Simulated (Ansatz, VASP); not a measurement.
**SiC: VASP beside Ansatz**

File POSCAR:

```
SiC
1.0
    3.3212106082      0.0000000000      0.0000000000
   -1.6606053041      2.8762527580      0.0000000000
    0.0000000000      0.0000000000      4.8462401785
Si C
2 2
Direct
    0.3333333333      0.6666666667      0.0046028828
    0.6666666667      0.3333333333      0.5046028828
    0.3333333333      0.6666666667      0.3803971172
    0.6666666667      0.3333333333      0.8803971172
```

File INCAR.step1:

```
ALGO     = Normal         # electronic algorithm
EDIFF    = 1E-4           # SCF threshold, eV
ENCUT    = 520            # plane-wave cutoff, eV
GGA      = PE             # functional
ISMEAR   = 0              # smearing method
LASPH    = T              # aspherical terms in the spheres
LCHARG   = F              # write CHGCAR
LREAL    = F              # projectors in reciprocal space
LWAVE    = T              # write WAVECAR
NBANDS   = 16             # bands
NELM     = 80             # most SCF steps
PREC     = Accurate       # precision mode
SIGMA    = 0.05           # smearing width, eV
```

Contents of INCAR.step2:

```
ALGO     = Normal         # electronic algorithm
EDIFF    = 1E-7           # SCF threshold, eV
ENCUT    = 520            # plane-wave cutoff, eV
ISIF     = 2              # what is computed and relaxed
ISMEAR   = 0              # smearing method
ISTART   = 1            
LASPH    = T              # aspherical terms in the spheres
LCHARG   = F              # write CHGCAR
LMIXTAU  = T            
LREAL    = F              # projectors in reciprocal space
LWAVE    = F              # write WAVECAR
METAGGA  = R2SCAN         # meta-GGA
NBANDS   = 16             # bands
NELM     = 80             # most SCF steps
PREC     = Accurate       # precision mode
SIGMA    = 0.05           # smearing width, eV
```

File KPOINTS:

```
k-points
0
Gamma
  12 12 6
```

Input for Ansatz:

```yaml
crystal:
  lattice:
    - [3.3212106082, 0.0, 0.0]
    - [-1.6606053041, 2.876252758, 0.0]
    - [0.0, 0.0, 4.8462401785]
  atoms:
    - { symbol: Si, position: [0.3333333333, 0.6666666667, 0.0046028828] }
    - { symbol: Si, position: [0.6666666667, 0.3333333333, 0.5046028828] }
    - { symbol: C, position: [0.3333333333, 0.6666666667, 0.3803971172] }
    - { symbol: C, position: [0.6666666667, 0.3333333333, 0.8803971172] }
basis:
  ecutwfc: 500
kpoints:
  mp_grid: { grid: [12, 12, 6] }
hamiltonian:
  xc: r2scan
scf:
  occupations: { method: gaussian, width: 0.05 }
output:
  forces: true
  stress: true
  eigenvalues: true
```

Change from the starting cell: strain +0.080 along x and y, -0.040 along z, atoms carried along.

Alike in both runs: task single point; functional r2SCAN; k mesh 12 × 12 × 6; occupations gaussian, width 0.05 eV; no spin polarisation.

```csv
,VASP,Ansatz
version,VASP 6.6.1,Ansatz 0.2.0
potentials or method,"VASP PAW PBE potentials, release 64 (Si, C), cutoff 520 eV","scalar-relativistic, plane waves, PAW"
valence electrons in the cell,16,16
```

|  | VASP | Ansatz | Ansatz less VASP |
| --- | --- | --- | --- |
| gap on the k mesh at the Fermi level (eV) | 2.11 | 2.11 | +0.005 |
| least direct gap on the mesh (eV) | 2.61 | 2.62 | +0.005 |
| pressure (GPa) | -17.4 | -17.3 | +0.10 |
| traceless stress, the component that is largest in VASP (GPa) | 37.29 | 37.12 | -0.171 |
| rms of the force components (eV/Å) | 0.590 | 0.593 | +0.0037 |

VASP's potentials were made for PBE, not for r2SCAN. Atom by atom the forces differ by 0.004 eV/Å (rms over components).
